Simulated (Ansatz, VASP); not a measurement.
# Al3Ni2: VASP beside Ansatz

```
Al Ni
1.0
     4.11764    0.00000    0.00000
    -2.05882    3.56598    0.00000
     0.00000    0.00000    5.11065
Al Ni
3 2
Direct
  0.00000 0.00000 0.00000
  0.33333 0.66667 0.64349
  0.66667 0.33333 0.35651
  0.33333 0.66667 0.16692
  0.66667 0.33333 0.83308
```

Alike in both runs: task relaxation of cell and atoms; functional r2SCAN; k mesh 6 × 6 × 4; occupations gaussian, width 0.1 eV; no spin polarisation.

|  | VASP | Ansatz |
| --- | --- | --- |
| version | VASP 6.6.1 | Ansatz 0.2.0 |
| potentials or method | VASP PAW PBE potentials, release 64 (Al, Ni), cutoff 600 eV | scalar-relativistic, plane waves, PAW |
| valence electrons in the cell | 29 | 45 |

VASP gave:

| Quantity | Value |
| --- | --- |
| gap on the k mesh at the Fermi level, each at its own relaxed structure (eV) | none |
| relaxed volume (Å³/atom) | 13.52 |
| relaxed cell length with the largest relative difference (Å) | 4.838 |

**Question.** Which values does Ansatz return?

**Answer.** gap on the k mesh at the Fermi level, each at its own relaxed structure (eV): none; relaxed volume (Å³/atom): 13.54; relaxed cell length with the largest relative difference (Å): 4.843.

VASP's potentials were made for PBE, not for r2SCAN. A gap of «none» marks a metal or a gap that the smearing closes. VASP's potentials hold 29 valence electrons a cell and Ansatz's 45, so a difference there can come from the potentials and not from the codes.
